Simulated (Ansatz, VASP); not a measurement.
# Two plane-wave programs on In4SbAs3

```xyz
8
Lattice="7.2196 0.0000 0.0005 0.0000 4.3889 0.0000 0.0005 0.0000 7.6067" Properties=species:S:1:pos:R:3 pbc="T T T"
As   -0.0158    0.0000    2.4938
As    0.0096    2.1945    6.3722
As    3.6038    2.1945    1.2879
Sb    3.6373    0.0000    5.0579
In    2.6472    0.0000    2.4383
In    2.6537    2.1945    6.4502
In    6.2786    2.1945    1.2656
In    6.4563    0.0000    5.0627
```

Alike in both runs: task single point; functional PBE; k mesh 4 × 6 × 4; occupations fermi-dirac, width 0.02 eV; no spin polarisation.

```csv
,VASP,Ansatz
version,VASP 6.6.1,Ansatz 0.2.0
potentials or method,"VASP PAW PBE potentials, release 64 (As, Sb, In_d)","plane waves, PAW"
plane-wave cutoff (eV),520,420
valence electrons in the cell,72,112
```

|  | VASP | Ansatz | Ansatz less VASP |
| --- | --- | --- | --- |
| pressure (GPa) | 1.8 | 1.8 | -0.03 |
| rms of the force components (eV/Å) | 0.009 | 0.009 | -0.0006 |

Atom by atom the forces differ by 0.003 eV/Å (rms over components). The functional is the same, so the differences come from potentials, cutoffs and numerics. VASP's potentials hold 72 valence electrons a cell and Ansatz's 112, so a difference there can come from the potentials and not from the codes.

Spin-orbit coupling is off throughout.
